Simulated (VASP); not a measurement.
# Al16SiN15 (a cell with a defect) in VASP: single point with HSE06

Aim: the single point of Al16SiN15 (a cell with a defect) with HSE06.

Program: VASP 6.6.1. These are calculated values, not measurements. Logs are shortened: lines on timing, memory, paths and dates and some standing lists are left out, and cuts for length are marked.

**1. The cell of the first run**

The cell holds a defect, 32 atoms: a = 6.260 Å, b = 6.260 Å, c = 10.035 Å, α = 90.00°, β = 90.00°, γ = 120.00°.

**2. Single point, HSE06**

POSCAR

```
Al16SiN15
1.0
    6.2595139326      0.0000000578      0.0000000000
   -3.1297570163      5.4208980521      0.0000000000
    0.0000000000      0.0000000000     10.0348065068
Al N Si
16 15 1
Direct
    0.3392023000      0.1602379916      0.2506958511
    0.1583311078      0.3413138299      0.5017953540
    0.3292963215      0.1719898629      0.7491872223
    0.1702661172      0.3286058627      1.0052513560
    0.3386807458      0.6590188174      0.2586091732
    0.1717929529      0.8590080973      0.5029843918
    0.3271001609      0.6626730098      0.7531942485
    0.1933166304      0.8404557311      0.9901800293
    0.8410199604      0.1615757989      0.2582486475
    0.6414955980      0.3282875917      0.5024638921
    0.8375068251      0.1727379680      0.7532038497
    0.6587271020      0.3061242356      0.9901990415
    0.8638491119      0.6356160743      0.1770053346
    0.6357933642      0.8634011028      0.5224356225
    0.8311650448      0.6701814898      0.7537257182
    0.6695356726      0.8290129089      1.0003191198
    0.3220101115      0.1781573388      0.4381076805
    0.1736265525      0.3266751698      0.1945547999
    0.3322212477      0.1672514991      0.9358212743
    0.1648102225      0.3349655970      0.6905074155
    0.3152030938      0.6781146660      0.4464158168
    0.2056385037      0.8357186619      0.1754130871
    0.3399293892      0.6582056440      0.9409124725
    0.1644739059      0.8350436428      0.6942791205
    0.8214488911      0.1837243830      0.4460897729
    0.6634843352      0.2940158418      0.1754223950
    0.8398513791      0.1584975972      0.9413011791
    0.6672573242      0.3375306959      0.6941345445
    0.6884054929      0.8126286347      0.2097922538
    0.8394270357      0.6597776855      0.9538282452
    0.6629015137      0.8370535438      0.7040184116
    0.8017894445      0.6989835067      0.3925385355
```

INCAR.step1

```
SYSTEM = Al16SiN15
PREC = Accurate
ENCUT = 520
EDIFF = 1E-5
ISMEAR = -1
SIGMA = 0.01
LREAL = Auto
LASPH = .True.
NELM = 120
ALGO = Normal
ISIF = 2
LWAVE = .True.
LCHARG = .False.
NBANDS = 86
GGA = PE
NELECT = 126.0
GGA_COMPAT = .False.
ISYM = -1
```

INCAR.step2

```
SYSTEM = Al16SiN15
PREC = Accurate
ENCUT = 520
EDIFF = 1E-6
ISMEAR = -1
SIGMA = 0.01
LREAL = Auto
LASPH = .True.
NELM = 120
ALGO = Normal
ISIF = 2
LWAVE = .False.
LCHARG = .False.
GGA = PE
LHFCALC = .True.
HFSCREEN = 0.2079
PRECFOCK = Fast
NBANDS = 86
ISTART = 1
NELECT = 126.0
GGA_COMPAT = .False.
ISYM = -1
```

KPOINTS

```
explicit points
1
Reciprocal
  0.25000000   0.25000000   0.25000000 1
```

Potentials or basis: VASP PAW PBE potentials, release 64 (Al, N, Si).

Started as:

```sh
cat potpaw_PBE.64/Al/POTCAR potpaw_PBE.64/N/POTCAR potpaw_PBE.64/Si/POTCAR > POTCAR
cp INCAR.step1 INCAR
mpirun -np 1 vasp_std > vasp.out
cp INCAR.step2 INCAR
mpirun -np 1 vasp_std > vasp.out
```

OUTCAR:

```text
SYSTEM = Al16SiN15
   PREC = Accurate
   ENCUT = 520
   EDIFF = 1E-6
   ISMEAR = -1
   LREAL = Auto
   LASPH = .True.
   NELM = 120
   ISIF = 2
   GGA = PE
   LHFCALC = .True.
   HFSCREEN = 0.2079
   PRECFOCK = Fast
   ISTART = 1
   NELECT = 126.0
   ISYM = -1

 ion  position               nearest neighbor table
   1  0.339  0.160  0.251-  18 1.89  17 1.89  26 1.92  22 1.92  10 3.01   6 3.01   4 3.07   9 3.12
                             5 3.12   5 3.14  12 3.14   9 3.14   8 3.14   2 3.19  13 3.23  13 3.23
   2  0.158  0.341  0.502-  17 1.88  20 1.89  21 1.91  25 1.91   5 2.99   9 2.99   6 3.06  11 3.06
                            10 3.07   7 3.07   3 3.09  14 3.14  14 3.15   1 3.19  10 3.20   6 3.20
   3  0.329  0.172  0.749-  20 1.87  19 1.87  24 1.91  28 1.91   6 3.00  10 3.00  12 3.01   8 3.02
                             7 3.08  11 3.08   4 3.09   2 3.09  15 3.13  15 3.13  11 3.18   7 3.18
   4  0.170  0.329  0.005-  19 1.89  18 1.90  23 1.90  27 1.90   1 3.07   3 3.09   9 3.10  11 3.11
                             5 3.11   7 3.11  16 3.13  16 3.13   8 3.13  12 3.13  12 3.14   8 3.14
   5  0.339  0.659  0.259-  22 1.88  21 1.90  18 1.91  29 1.96   2 2.99  13 3.02  32 3.09   4 3.11
                             9 3.11  14 3.12   1 3.12   1 3.14   9 3.15  16 3.15   6 3.16   8 3.23
   6  0.172  0.859  0.503-  17 1.85  21 1.85  24 1.92  32 2.30  14 2.90  10 2.94   3 3.00   1 3.01
                             2 3.06  15 3.12   7 3.16   5 3.16   2 3.20  10 3.32
   7  0.327  0.663  0.753-  20 1.88  23 1.89  31 1.89  24 1.91  14 2.87   8 2.92  11 3.07   2 3.07
                             3 3.08  16 3.10   4 3.11  15 3.13  15 3.13   6 3.16   3 3.18  11 3.19
   8  0.193  0.840  0.990-  23 1.85  19 1.86  22 1.86  30 1.95  13 2.60  12 2.91   7 2.92   3 3.02
                            16 3.02  15 3.08   4 3.13   4 3.14   1 3.14   5 3.23  16 3.24  12 3.35
   9  0.841  0.162  0.258-  26 1.88  25 1.90  18 1.91  29 1.96   2 2.99  13 3.01  32 3.09   4 3.10
                             5 3.11   1 3.12  14 3.12   1 3.14   5 3.15  16 3.15  10 3.16  12 3.22
  10  0.641  0.328  0.502-  17 1.85  25 1.85  28 1.93  32 2.30  14 2.90   6 2.94   3 3.00   1 3.01
                             2 3.07  15 3.13   9 3.16  11 3.16   2 3.20   6 3.32
  11  0.838  0.173  0.753-  20 1.88  31 1.89  27 1.89  28 1.91  14 2.87  12 2.92   2 3.06   7 3.07
                             3 3.08  16 3.10   4 3.11  15 3.13  15 3.13  10 3.16   3 3.18   7 3.19
  12  0.659  0.306  0.990-  27 1.85  19 1.86  26 1.86  30 1.95  13 2.60   8 2.91  11 2.92   3 3.01
                            16 3.02  15 3.09   4 3.13   1 3.14   4 3.14   9 3.22  16 3.24   8 3.35
  13  0.864  0.636  0.177-  26 1.86  22 1.86  29 1.94  30 2.25  32 2.27   8 2.60  12 2.60  16 2.75
                             9 3.01   5 3.02   1 3.23   1 3.23
  14  0.636  0.863  0.522-  31 1.85  21 1.90  25 1.90  32 2.22   7 2.87  11 2.87   6 2.90  10 2.90
                             5 3.12   9 3.12  15 3.13   2 3.14   2 3.15
  15  0.831  0.670  0.754-  31 1.88  28 1.90  24 1.90  30 2.01  16 3.02   8 3.08  12 3.09   6 3.12
                            11 3.13   7 3.13   3 3.13   3 3.13  10 3.13   7 3.13  11 3.13  14 3.13
  16  0.670  0.829  0.000-  27 1.88  23 1.88  30 1.90  29 2.11  13 2.75   8 3.02  12 3.02  15 3.02
                             7 3.10  11 3.10   4 3.13   4 3.13   5 3.15   9 3.15  12 3.24   8 3.24
  17  0.322  0.178  0.438-  10 1.85   6 1.85   2 1.88   1 1.89
  18  0.174  0.327  0.195-   1 1.89   4 1.90   5 1.91   9 1.91
  19  0.332  0.167  0.936-  12 1.86   8 1.86   3 1.87   4 1.89
  20  0.165  0.335  0.691-   3 1.87  11 1.88   7 1.88   2 1.89
  21  0.315  0.678  0.446-   6 1.85   5 1.90  14 1.90   2 1.91
  22  0.206  0.836  0.175-   8 1.86  13 1.86   5 1.88   1 1.92
  23  0.340  0.658  0.941-   8 1.85  16 1.88   7 1.89   4 1.90
  24  0.164  0.835  0.694-  15 1.90   3 1.91   7 1.91   6 1.92
  25  0.821  0.184  0.446-  10 1.85   9 1.90  14 1.90   2 1.91
  26  0.663  0.294  0.175-  12 1.86  13 1.86   9 1.88   1 1.92
  27  0.840  0.158  0.941-  12 1.85  16 1.88  11 1.89   4 1.90
  28  0.667  0.338  0.694-  15 1.90  11 1.91   3 1.91  10 1.93
  29  0.688  0.813  0.210-  13 1.94   9 1.96   5 1.96  16 2.11  32 2.21
  30  0.839  0.660  0.954-  16 1.90  12 1.95   8 1.95  15 2.01  13 2.25
  31  0.663  0.837  0.704-  14 1.85  15 1.88  11 1.89   7 1.89
  32  0.802  0.699  0.393-  29 2.21  14 2.22  13 2.27   6 2.30  10 2.30   5 3.09   9 3.09

IMPORTANT INFORMATION: All symmetrisations will be switched off!
NOSYMM: (Re-)initialisation of all symmetry stuff for point group C_1.

----------------------------------------------------------------------------------------

                                     Primitive cell

  volume of cell :     340.5029

  direct lattice vectors                    reciprocal lattice vectors
     6.259513933  0.000000058  0.000000000     0.159756813  0.092235641  0.000000000
    -3.129757016  5.420898052  0.000000000    -0.000000002  0.184471279  0.000000000
     0.000000000  0.000000000 10.034806507     0.000000000  0.000000000  0.099653142

  length of vectors
     6.259513933  6.259513933 10.034806507     0.184471279  0.184471279  0.099653142

  position of ions in fractional coordinates (direct lattice)
     0.339202300  0.160237992  0.250695851
     0.158331108  0.341313830  0.501795354
     0.329296322  0.171989863  0.749187222
     0.170266117  0.328605863  0.005251356
     0.338680746  0.659018817  0.258609173
     0.171792953  0.859008097  0.502984392
[... 24 lines left out ...]
     0.662901514  0.837053544  0.704018412
     0.801789445  0.698983507  0.392538536

  ion indices of the primitive-cell ions
   primitive index   ion index
                 1           1
                 2           2
                 3           3
                 4           4
                 5           5
                 6           6
[... 24 lines left out ...]
                31          31
                32          32

----------------------------------------------------------------------------------------

 KPOINTS: explicit points

Read explicit list of k-points.

 Found      1 k-points:

 Following reciprocal coordinates:
            Coordinates               Weight
  0.250000  0.250000  0.250000      1.000000
   k-points           NKPTS =      1   k-points in BZ     NKDIM =      1   number of bands    NBANDS=     86
   number of dos      NEDOS =    301   number of ions     NIONS =     32
   total plane-waves  NPLWV = 184320
   dimension x,y,z NGX =    48 NGY =   48 NGZ =   80
   dimension x,y,z NGXF=    96 NGYF=   96 NGZF=  160
   ions per type =              16  15   1
   NGX,Y,Z   is equivalent  to a cutoff of  12.75, 12.75, 13.25 a.u.
   NGXF,Y,Z  is equivalent  to a cutoff of  25.50, 25.50, 26.51 a.u.
 SYSTEM =  Al16SiN15
   PREC   = accura    normal or accurate (medium, high low for compatibility)
   ISTART =      1    job   : 0-new  1-cont  2-samecut
   ICHARG =      0    charge: 1-file 2-atom 10-const
   ISPIN  =      1    spin polarized calculation?
   LNONCOLLINEAR =      F non collinear calculations
   LSORBIT =      F    spin-orbit coupling
   LASPH  =      T    aspherical Exc in radial PAW
   ENCUT  =  520.0 eV  38.22 Ry    6.18 a.u.  11.64 11.64 18.66*2*pi/ulx,y,z
   NELM   =    120;   NELMIN=  2; NELMDL=  0     # of ELM steps
   EDIFF  = 0.1E-05   stopping-criterion for ELM
   LREAL  =      T    real-space projection
   EDIFFG = 0.1E-04   stopping-criterion for IOM
   NSW    =      0    number of steps for IOM
   IBRION =     -1    ionic relax: 0-MD 1-quasi-New 2-CG
   NFREE  =      0    steps in history (QN), initial steepest desc. (CG)
   ISIF   =      2    stress and relaxation
   ISYM   =     -1    0-nonsym 1-usesym 2-fastsym
   POTIM  = 0.5000    time-step for ionic-motion
   TEBEG  =    0.0;   TEEND  =   0.0 temperature during run
   PSTRESS=    0.0 pullay stress
   NELECT =     126.0000    total number of electrons
   NUPDOWN=      -1.0000    fix difference up-down
   EMIN   =  10.00;   EMAX   =-10.00  energy-range for DOS
   EFERMI =   0.00;   METHOD = LEGACY
   ISMEAR =    -1;   SIGMA  =   0.01  broadening in eV -4-tet -1-fermi 0-gaus
   EFERMI_NEDOS =   21; number of points for ismear=-14 and -15
   IALGO  =     38    algorithm
   IMIX   =      1    mixing-type and parameters
     AMIX     =   0.40;   BMIX     =  1.00
     AMIX_MAG =   1.60;   BMIX_MAG =  1.00
  volume/ion in A,a.u.               =      10.64        71.81
  Fermi-wavevector in a.u.,A,eV,Ry     =   1.175325  2.221043 18.794944  1.381389
  Thomas-Fermi vector in A             =   2.311708
   LORBIT       =      0    0 simple, 1 ext, 2 COOP (PROOUT), +10 PAW based schemes
   GGA     = PE    functional components
   LHFCALC =     T    Hartree Fock is set to
   PRECFOCK=fast      Normal, Fast or Accurate (Low or Medium for compatibility)
   ENCUT4O =  -1.0   cutoff for four orbital integrals eV
   NKREDX  =     1    reduce k-point grid by
   NKREDY  =     1    reduce k-point grid by
   NKREDZ  =     1    reduce k-point grid by
   AEXX    =    0.2500 exact exchange contribution
   HFSCREEN=    0.2079 screening length (either q_TF or 0.3 A-1)
   HFSCREENC=   0.2079 screening length for correlation (either q_TF or 0.3 A-1)
   ENCUTFOCK=  -1.0 apply spherical cutoff to Coloumb kernel
   IVDW    =     0    specifies the selected vdW correction
   LEPSILON=     F    determine dielectric tensor
   LRPA    =     F    only Hartree local field effects (RPA)
 non-spin polarized calculation
  energy-cutoff  :      520.00
  volume of cell :      340.50
 maximum number of plane-waves:      9148
 NGX is ok and might be reduce to    48
  NGX = 24; NGY = 24; NGZ = 40

 number of electron     125.9999999 magnetization

 Free energy of the ion-electron system (eV)
  ---------------------------------------------------
  ext. energy  EPLUGINS =         0.00000000
  ---------------------------------------------------
  free energy    TOTEN  =      -278.28725418 eV

  energy without entropy =     -278.28725418  energy(sigma->0) =     -278.28725418

 E-fermi :   7.3807     XC(G=0):  -8.9915

 val. band max:        7.1410162175   @ k =   0.2500   0.2500   0.2500
 cond. band min:       9.2699758811   @ k =   0.2500   0.2500   0.2500
 fundamental gap:      2.1289596636
 Fermi energy:         7.3806847897

 k-point     1 :       0.2500    0.2500    0.2500
  band No.  band energies     occupation
      1     -10.8482      2.00000
      2     -10.3486      2.00000
      3     -10.1645      2.00000
      4     -10.1209      2.00000
      5      -9.8172      2.00000
      6      -9.6384      2.00000
[... 67 lines left out ...]
     74      13.5500      0.00000
     75      13.7651      0.00000
 [bands above 75 left out]

------------------------ aborting loop because EDIFF is reached ----------------------------------------

  FORCE on cell =-STRESS in cart. coord.  units (eV):
  Direction    XX          YY          ZZ          XY          YZ          ZX
  --------------------------------------------------------------------------------------
  -------------------------------------------------------------------------------------
  Total       -2.6251518     -9.5421664     -5.0541659     -6.2502563      6.7283782    -10.3988491
  in kB      -12.3521951    -44.8990046    -23.7814989    -29.4094941     31.6592134    -48.9299760
  external PRESSURE =     -27.0108995 kB  Pullay stress =       0.0000000 kB

 VOLUME and BASIS-vectors are now :
 -----------------------------------------------------------------------------
  energy-cutoff  :      520.00
  volume of cell :      340.50
      direct lattice vectors                 reciprocal lattice vectors
     6.259513933  0.000000058  0.000000000     0.159756813  0.092235641  0.000000000
    -3.129757016  5.420898052  0.000000000    -0.000000002  0.184471279  0.000000000
     0.000000000  0.000000000 10.034806507     0.000000000  0.000000000  0.099653142

 POSITION                                       TOTAL-FORCE (eV/Angst)
 -----------------------------------------------------------------------------------
      1.62174      0.86863      2.51568        -0.008017      0.005097     -0.002618
     -0.07715      1.85023      5.03542        -0.007781      0.005322      0.013923
      1.52295      0.93234      7.51795        -0.008733      0.010320      0.038122
      0.03733      1.78134      0.05270         0.009751     -0.006451      0.002806
      0.05741      3.57247      2.59509        -0.059149      0.010983      0.013818
     -1.61315      4.65660      5.04735         0.141638      0.070979     -0.043180
[... 24 lines left out ...]
      1.52967      4.53758      7.06469        -0.020275      0.012968     -0.095284
      2.83116      3.78912      3.93905        -0.125372      0.071261      0.025740
 -----------------------------------------------------------------------------------
    total drift:                                0.010208     -0.002515      0.021232

  FREE ENERGIE OF THE ION-ELECTRON SYSTEM (eV)
  ---------------------------------------------------
  free  energy   TOTEN  =      -278.2872541846 eV

  energy  without entropy=     -278.2872541845  energy(sigma->0) =     -278.28725418
```

Run time: 6.7 min. Hardware: 1 thread of Intel Xeon 8259CL, shared host; peak memory 0.58 GiB.

Results:

| Item | Value |
| --- | --- |
| Free energy | -278.2873 eV |
| Largest force | 0.207 eV/Å |

Forces in eV/Å, atoms in the order of the input:
```
Al  -0.008  0.005 -0.003
Al  -0.008  0.005  0.014
Al  -0.009  0.010  0.038
Al   0.010 -0.006  0.003
Al  -0.059  0.011  0.014
Al   0.142  0.071 -0.043
Al   0.022 -0.003  0.033
Al   0.024 -0.006  0.093
Al  -0.039  0.043  0.017
Al   0.012 -0.158 -0.041
Al   0.007 -0.013  0.036
Al   0.021 -0.019  0.091
Al   0.020 -0.011 -0.043
Al  -0.018  0.009 -0.015
Al  -0.008  0.000  0.017
Al   0.013 -0.005 -0.087
N    0.050 -0.029  0.035
N    0.008 -0.007 -0.036
N    0.050 -0.030 -0.027
N    0.009 -0.002  0.001
N    0.010  0.055  0.013
N   -0.093 -0.105 -0.055
N   -0.032  0.058 -0.009
N   -0.019  0.008 -0.043
N   -0.045 -0.028  0.014
N    0.050  0.135 -0.056
N   -0.062  0.000 -0.016
N   -0.027  0.003 -0.044
N    0.142 -0.088  0.122
N   -0.018  0.013  0.047
N   -0.020  0.013 -0.095
Si  -0.125  0.071  0.026
```

Levels at points of the mesh, in eV from the Fermi level:
| k point | band 61 | band 62 | band 63 | band 64 | band 65 | band 66 |
| --- | --- | --- | --- | --- | --- | --- |
| (0.25, 0.25, 0.25) | -2.59 | -0.65 | -0.24 | 1.89 | 4.36 | 4.80 |

Caveat: the cell carries a net charge on a neutralising background, which shifts energy and pressure; the cell is charged against a uniform background, so pressure and absolute levels hang on convention; the PAW data sets were made with another functional, which shifts forces and pressure a little.
